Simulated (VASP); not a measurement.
# MnSb (Fm-3m) in VASP: further runs

Runs on MnSb. Level: PBE. Tasks: single point.

Everything below comes from runs of VASP 6.6.1. Logs are shortened: lines on timing, memory, paths and dates and some standing lists are left out, and cuts for length are marked.

## (1) The cell of the first run

Symmetry: Fm-3m, No. 225, cubic system. The conventional cell has a = 5.940 Å, b = 5.940 Å, c = 5.940 Å, α = 90.00°, β = 90.00°, γ = 90.00°. Within 3.9 Å of Mn (site symmetry m-3m) lie 6 Sb at 2.97 Å. Within 3.9 Å of Sb (site symmetry m-3m) lie 6 Mn at 2.97 Å.

## (2) Single point, PBE, collinear spin, ferromagnetic start (volume scaled by 1.2)

Input file INCAR:

```
  PREC = Accurate
  ENCUT = 520
  EDIFF = 1E-6
  ISMEAR = -1
  SIGMA = 0.08
  LREAL = False
  LASPH = True
  NELM = 150
  ALGO = Normal
  ISIF = 2
  LWAVE = False
  LCHARG = False
  ISPIN = 2
  MAGMOM = 4 0
  LORBIT = 11
  LMAXMIX = 4
  GGA = PE
  NBANDS = 20
```

Input file KPOINTS:

```
regular mesh
0
Gamma
  12 12 12
```

Input file POSCAR:

```
MnSb
1.0
    0.0000000000      2.9701477034      2.9701477034
    2.9701477034      0.0000000000      2.9701477034
    2.9701477034      2.9701477034      0.0000000000
Mn Sb
1 1
Direct
    0.0000000000      0.0000000000      0.0000000000
    0.5000000000      0.5000000000      0.5000000000
```

Potentials or basis: VASP PAW PBE potentials, release 64 (Mn_pv, Sb).

Started as:

```
> cat potpaw_PBE.64/Mn_pv/POTCAR potpaw_PBE.64/Sb/POTCAR > POTCAR
> mpirun -np 1 vasp_std > vasp.out
```

OUTCAR:

```text
PREC = Accurate
   ENCUT = 520
   EDIFF = 1E-6
   ISMEAR = -1
   LREAL = False
   LASPH = True
   NELM = 150
   ISIF = 2
   ISPIN = 2
   LORBIT = 11
   GGA = PE

 ion  position               nearest neighbor table
   1  0.000  0.000  0.000-   2 2.97   2 2.97   2 2.97   2 2.97   2 2.97   2 2.97
   2  0.500  0.500  0.500-   1 2.97   1 2.97   1 2.97   1 2.97   1 2.97   1 2.97

  LATTYP: Found a face centered cubic cell.
 ALAT       =     5.9402954068

  Lattice vectors:

 A1 = (   0.0000000000,   2.9701477034,   2.9701477034)
 A2 = (   2.9701477034,   0.0000000000,   2.9701477034)
 A3 = (   2.9701477034,   2.9701477034,   0.0000000000)

Analysis of symmetry for initial positions (statically):
=====================================================================
 Subroutine PRICEL returns:
 Original cell was already a primitive cell.

 Routine SETGRP: Setting up the symmetry group for a
 face centered cubic supercell.

 Subroutine GETGRP returns: Found 48 space group operations
 (whereof 48 operations were pure point group operations)
 out of a pool of 48 trial point group operations.

The static configuration has the point symmetry O_h .

Analysis of symmetry for dynamics (positions and initial velocities):
=====================================================================
 Subroutine PRICEL returns:
 Original cell was already a primitive cell.

 Routine SETGRP: Setting up the symmetry group for a
 face centered cubic supercell.

 Subroutine GETGRP returns: Found 48 space group operations
 (whereof 48 operations were pure point group operations)
 out of a pool of 48 trial point group operations.

The dynamic configuration has the point symmetry O_h .

Analysis of structural, dynamic, and magnetic symmetry:
=====================================================================
 Subroutine PRICEL returns:
 Original cell was already a primitive cell.

 Routine SETGRP: Setting up the symmetry group for a
 face centered cubic supercell.

 Subroutine GETGRP returns: Found 48 space group operations
 (whereof 48 operations were pure point group operations)
 out of a pool of 48 trial point group operations.

The overall configuration has the point symmetry O_h .

 Subroutine INISYM returns: Found 48 space group operations
 (whereof 48 operations are pure point group operations),
 and found     1 'primitive' translations

----------------------------------------------------------------------------------------

                                     Primitive cell

  volume of cell :      52.4040

  direct lattice vectors                    reciprocal lattice vectors
     0.000000000  2.970147703  2.970147703    -0.168341796  0.168341796  0.168341796
     2.970147703  0.000000000  2.970147703     0.168341796 -0.168341796  0.168341796
     2.970147703  2.970147703  0.000000000     0.168341796  0.168341796 -0.168341796

  length of vectors
     4.200423164  4.200423164  4.200423164     0.291576544  0.291576544  0.291576544

  position of ions in fractional coordinates (direct lattice)
     0.000000000  0.000000000  0.000000000
     0.500000000  0.500000000  0.500000000

  ion indices of the primitive-cell ions
   primitive index   ion index
                 1           1
                 2           2

----------------------------------------------------------------------------------------

 KPOINTS: regular mesh

Automatic generation of k-mesh.
 Grid dimensions read from file:
 generate k-points for:   12   12   12

 Generating k-lattice:

  Cartesian coordinates                     Fractional coordinates (reciprocal lattice)
    -0.014028483  0.014028483  0.014028483     0.083333333  0.000000000  0.000000000
     0.014028483 -0.014028483  0.014028483     0.000000000  0.083333333  0.000000000
     0.014028483  0.014028483 -0.014028483     0.000000000  0.000000000  0.083333333

  Length of vectors
     0.024298045  0.024298045  0.024298045

  Shift w.r.t. Gamma in fractional coordinates (k-lattice)
     0.000000000  0.000000000  0.000000000

 Subroutine IBZKPT returns following result:
 ===========================================

 Found     72 irreducible k-points:

 Following reciprocal coordinates:
            Coordinates               Weight
  0.000000  0.000000  0.000000      1.000000
  0.083333  0.000000  0.000000      8.000000
  0.166667  0.000000  0.000000      8.000000
  0.250000  0.000000  0.000000      8.000000
  0.333333  0.000000  0.000000      8.000000
  0.416667  0.000000  0.000000      8.000000
[... 16 lines left out ...]
  0.500000  0.166667  0.000000     24.000000
 -0.416667  0.166667  0.000000     24.000000
 [... further k-points ...]
   k-points           NKPTS =     72   k-points in BZ     NKDIM =     72   number of bands    NBANDS=     20
   number of dos      NEDOS =    301   number of ions     NIONS =      2
   total plane-waves  NPLWV =  32768
   dimension x,y,z NGX =    32 NGY =   32 NGZ =   32
   dimension x,y,z NGXF=    64 NGYF=   64 NGZF=   64
   ions per type =               1   1
   NGX,Y,Z   is equivalent  to a cutoff of  12.67, 12.67, 12.67 a.u.
   NGXF,Y,Z  is equivalent  to a cutoff of  25.33, 25.33, 25.33 a.u.
 SYSTEM =  unknown system
   PREC   = accura    normal or accurate (medium, high low for compatibility)
   ISTART =      0    job   : 0-new  1-cont  2-samecut
   ICHARG =      2    charge: 1-file 2-atom 10-const
   ISPIN  =      2    spin polarized calculation?
   LNONCOLLINEAR =      F non collinear calculations
   LSORBIT =      F    spin-orbit coupling
   LASPH  =      T    aspherical Exc in radial PAW
   ENCUT  =  520.0 eV  38.22 Ry    6.18 a.u.   7.81  7.81  7.81*2*pi/ulx,y,z
   NELM   =    150;   NELMIN=  2; NELMDL= -5     # of ELM steps
   EDIFF  = 0.1E-05   stopping-criterion for ELM
   LREAL  =      F    real-space projection
   EDIFFG = 0.1E-04   stopping-criterion for IOM
   NSW    =      0    number of steps for IOM
   IBRION =     -1    ionic relax: 0-MD 1-quasi-New 2-CG
   NFREE  =      0    steps in history (QN), initial steepest desc. (CG)
   ISIF   =      2    stress and relaxation
   ISYM   =      2    0-nonsym 1-usesym 2-fastsym
   POTIM  = 0.5000    time-step for ionic-motion
   TEBEG  =    0.0;   TEEND  =   0.0 temperature during run
   PSTRESS=    0.0 pullay stress
   NELECT =      18.0000    total number of electrons
   NUPDOWN=      -1.0000    fix difference up-down
   EMIN   =  10.00;   EMAX   =-10.00  energy-range for DOS
   EFERMI =   0.00;   METHOD = LEGACY
   ISMEAR =    -1;   SIGMA  =   0.08  broadening in eV -4-tet -1-fermi 0-gaus
   EFERMI_NEDOS =   21; number of points for ismear=-14 and -15
   IALGO  =     38    algorithm
   IMIX   =      4    mixing-type and parameters
     AMIX     =   0.40;   BMIX     =  1.00
     AMIX_MAG =   1.60;   BMIX_MAG =  1.00
  volume/ion in A,a.u.               =      26.20       176.82
  Fermi-wavevector in a.u.,A,eV,Ry     =   1.146509  2.166589 17.884638  1.314484
  Thomas-Fermi vector in A             =   2.283193
   LORBIT       =     11    0 simple, 1 ext, 2 COOP (PROOUT), +10 PAW based schemes
   GGA     = PE    functional components
   LHFCALC =     F    Hartree Fock is set to
   AEXX    =    0.0000 exact exchange contribution
   IVDW    =     0    specifies the selected vdW correction
   LEPSILON=     F    determine dielectric tensor
   LRPA    =     F    only Hartree local field effects (RPA)
 spin polarized calculation
  energy-cutoff  :      520.00
  volume of cell :       52.40
 maximum number of plane-waves:      1424
   NGX = 15   NGY = 15   NGZ = 15

 number of electron      17.9999991 magnetization       4.0210285

 Free energy of the ion-electron system (eV)
  ---------------------------------------------------
  ext. energy  EPLUGINS =         0.00000000
  ---------------------------------------------------
  free energy    TOTEN  =       -12.60785718 eV

  energy without entropy =      -12.59335336  energy(sigma->0) =      -12.60060527

 E-fermi :   5.6129     XC(G=0):  -9.7468

 val. band max:        5.6118637830   @ k =   0.0833   0.0000   0.0000
 cond. band min:       5.6836942678   @ k =   0.0833   0.0000   0.0000
 fundamental gap:      0.0718304847
 Fermi energy:         5.6129299816

 spin component 1

 k-point     1 :       0.0000    0.0000    0.0000
  band No.  band energies     occupation
      1     -44.8433      1.00000
      2     -44.8433      1.00000
      3     -44.8433      1.00000
      4      -4.7563      1.00000
      5       2.5937      1.00000
      6       2.5937      1.00000
[... 12 lines left out ...]
     19      14.1258      0.00000
     20      14.1258      0.00000

 k-point     2 :       0.0833    0.0000    0.0000
  band No.  band energies     occupation
      1     -44.8434      1.00000
      2     -44.8433      1.00000
      3     -44.8433      1.00000
      4      -4.6823      1.00000
      5       2.5682      1.00000
      6       2.5972      1.00000
[... 12 lines left out ...]
     19      13.9091      0.00000
     20      14.8945      0.00000

 k-point     3 :       0.1667    0.0000    0.0000
  band No.  band energies     occupation
      1     -44.8435      1.00000
      2     -44.8433      1.00000
      3     -44.8433      1.00000
      4      -4.4652      1.00000
      5       2.4641      1.00000
      6       2.5615      1.00000
[... 12 lines left out ...]
     19      13.9932      0.00000
     20      16.4791      0.00000

 k-point     4 :       0.2500    0.0000    0.0000
  band No.  band energies     occupation
      1     -44.8438      1.00000
      2     -44.8433      1.00000
      3     -44.8433      1.00000
      4      -4.1226      1.00000
      5       2.1537      1.00000
      6       2.4373      1.00000
[... 429 lines left out ...]
 k-point    23 :       0.5000    0.1667    0.0000
  band No.  band energies     occupation
      1     -44.8443      1.00000
      2     -44.8435      1.00000
      3     -44.8434      1.00000
      4      -3.0811      1.00000
      5       0.9426      1.00000
      6       2.1681      1.00000
[... 12 lines left out ...]
     19      17.7765      0.00000
     20      19.0848      0.00000

 k-point    24 :      -0.4167    0.1667    0.0000
  band No.  band energies     occupation
      1     -44.8443      1.00000
      2     -44.8436      1.00000
      3     -44.8434      1.00000
      4      -3.0235      1.00000
      5       0.8465      1.00000
      6       2.1698      1.00000
[... 12 lines left out ...]
     19      16.7291      0.00000
     20      20.0207      0.00000

 [... further k-points ...]

 spin component 2

 k-point     1 :       0.0000    0.0000    0.0000
  band No.  band energies     occupation
      1     -40.6218      1.00000
      2     -40.6218      1.00000
      3     -40.6218      1.00000
      4      -4.7726      1.00000
      5       6.0226      0.00594
      6       6.0226      0.00594
[... 12 lines left out ...]
     19      15.1650      0.00000
     20      15.1650      0.00000

 k-point     2 :       0.0833    0.0000    0.0000
  band No.  band energies     occupation
      1     -40.6219      1.00000
      2     -40.6218      1.00000
      3     -40.6218      1.00000
      4      -4.7024      1.00000
      5       5.6119      0.50333
      6       5.6837      0.29224
[... 12 lines left out ...]
     19      14.6919      0.00000
     20      15.4365      0.00000

 k-point     3 :       0.1667    0.0000    0.0000
  band No.  band energies     occupation
      1     -40.6222      1.00000
      2     -40.6218      1.00000
      3     -40.6218      1.00000
      4      -4.4973      1.00000
      5       4.4316      1.00000
      6       5.2073      0.99376
[... 12 lines left out ...]
     19      14.6304      0.00000
     20      16.7198      0.00000

 k-point     4 :       0.2500    0.0000    0.0000
  band No.  band energies     occupation
      1     -40.6225      1.00000
      2     -40.6218      1.00000
      3     -40.6218      1.00000
      4      -4.1773      1.00000
      5       3.2026      1.00000
      6       4.7993      0.99996
[... 429 lines left out ...]
 k-point    23 :       0.5000    0.1667    0.0000
  band No.  band energies     occupation
      1     -40.6232      1.00000
      2     -40.6221      1.00000
      3     -40.6220      1.00000
      4      -3.2228      1.00000
      5       1.4551      1.00000
      6       3.7750      1.00000
[... 12 lines left out ...]
     19      18.1395      0.00000
     20      19.3701      0.00000

 k-point    24 :      -0.4167    0.1667    0.0000
  band No.  band energies     occupation
      1     -40.6232      1.00000
      2     -40.6222      1.00000
      3     -40.6219      1.00000
      4      -3.1753      1.00000
      5       1.3665      1.00000
      6       3.7071      1.00000
[... 12 lines left out ...]
     19      17.2732      0.00000
     20      20.2150      0.00000

 [... further k-points ...]

------------------------ aborting loop because EDIFF is reached ----------------------------------------

  FORCE on cell =-STRESS in cart. coord.  units (eV):
  Direction    XX          YY          ZZ          XY          YZ          ZX
  --------------------------------------------------------------------------------------
  -------------------------------------------------------------------------------------
  Total       -2.5773239     -2.5773239     -2.5773239      0.0000000      0.0000000      0.0000000
  in kB      -78.7980467    -78.7980467    -78.7980467      0.0000000      0.0000000      0.0000000
  external PRESSURE =     -78.7980467 kB  Pullay stress =       0.0000000 kB

 VOLUME and BASIS-vectors are now :
 -----------------------------------------------------------------------------
  energy-cutoff  :      520.00
  volume of cell :       52.40
      direct lattice vectors                 reciprocal lattice vectors
     0.000000000  2.970147703  2.970147703    -0.168341796  0.168341796  0.168341796
     2.970147703  0.000000000  2.970147703     0.168341796 -0.168341796  0.168341796
     2.970147703  2.970147703  0.000000000     0.168341796  0.168341796 -0.168341796

 POSITION                                       TOTAL-FORCE (eV/Angst)
 -----------------------------------------------------------------------------------
      0.00000      0.00000      0.00000        -0.000000     -0.000000      0.000000
      2.97015      2.97015      2.97015         0.000000      0.000000     -0.000000
 -----------------------------------------------------------------------------------
    total drift:                                0.000000     -0.000000     -0.000000

  FREE ENERGIE OF THE ION-ELECTRON SYSTEM (eV)
  ---------------------------------------------------
  free  energy   TOTEN  =       -12.6078571842 eV

  energy  without entropy=      -12.5933533568  energy(sigma->0) =      -12.60060527

 total charge

# of ion       s       p       d       tot
------------------------------------------
    1        0.258   6.134   4.918  11.310
    2        1.159   1.221   0.020   2.399
--------------------------------------------------
tot          1.417   7.354   4.938  13.709

 magnetization (x)

# of ion       s       p       d       tot
------------------------------------------
    1        0.074   0.028   3.908   4.010
    2        0.016  -0.169   0.007  -0.145
--------------------------------------------------
tot          0.090  -0.140   3.915   3.865
```

Wall time 67 s (1 thread of Intel Xeon Platinum 8488C (Sapphire Rapids), shared host); peak memory 0.28 GiB.

Results:

```
Free energy                                           : -12.6079 eV
Pressure                                              : -7.9 GPa
Band gap on the k mesh                                : zero (filled and empty bands overlap)
Net moment                                            : 4.02 μB per cell
Site moments                                          : Mn +4.01; Sb -0.14 μB
Valence electrons inside the program's atomic spheres : Mn 11.31; Sb 2.40
```

Caveat: spin-orbit coupling is left out, which moves the levels of the heavy elements; a cell with one magnetic atom can't hold antiferromagnetic order, which such compounds often take.

## (3) Single point, PBE (volume scaled by 0.7)

Input file INCAR:

```
PREC = Accurate
ENCUT = 520
EDIFF = 1E-6
ISMEAR = -1
SIGMA = 0.08
LREAL = F
LASPH = T
NELM = 60
ALGO = Normal
ISIF = 2
LWAVE = F
LCHARG = F
GGA = PE
NBANDS = 16
```

Input file KPOINTS:

```
Automatic mesh
0
Gamma
  12 12 12
```

Input file POSCAR:

```
MnSb
1.0
    0.0000000000      2.4817058913      2.4817058913
    2.4817058913      0.0000000000      2.4817058913
    2.4817058913      2.4817058913      0.0000000000
Mn Sb
1 1
Direct
    0.0000000000      0.0000000000      0.0000000000
    0.5000000000      0.5000000000      0.5000000000
```

Potentials or basis: VASP PAW PBE potentials, release 64 (Mn_pv, Sb).

Started as:

```
> cat potpaw_PBE.64/Mn_pv/POTCAR potpaw_PBE.64/Sb/POTCAR > POTCAR
> mpirun -np 1 vasp_std > vasp.out
```

Wall time 18 s (1 thread of Intel Xeon 6975P-C (Granite Rapids), shared host); peak memory 0.18 GiB.

It converged, with:

```yaml
Free_energy: -11.3500 eV
Pressure: 27.4 GPa
Band_gap_on_the_k_mesh: zero (filled and empty bands touch)
```

Levels at points of the mesh, in eV from the Fermi level:
```
           k point  band 6  band 7  band 8  band 9  band 10  band 11  band 12  band 13
(0.00, 0.00, 0.00)   -1.27   -1.27   -0.87   -0.87     2.93     2.93     2.93     8.19
(0.50, 0.00, 0.00)   -3.10   -3.10   -0.34   -0.34     0.16     5.73     6.06     6.06
(0.50, 0.50, 0.00)   -2.54   -1.36   -1.36   -0.43     0.03     0.03     0.92     4.43
```

Caveat: spin-orbit coupling is left out, which moves the levels of the heavy elements. Spin polarisation is off, so any magnetic state and its effect on volume and gap are missing.

[end of part 1 of 2]
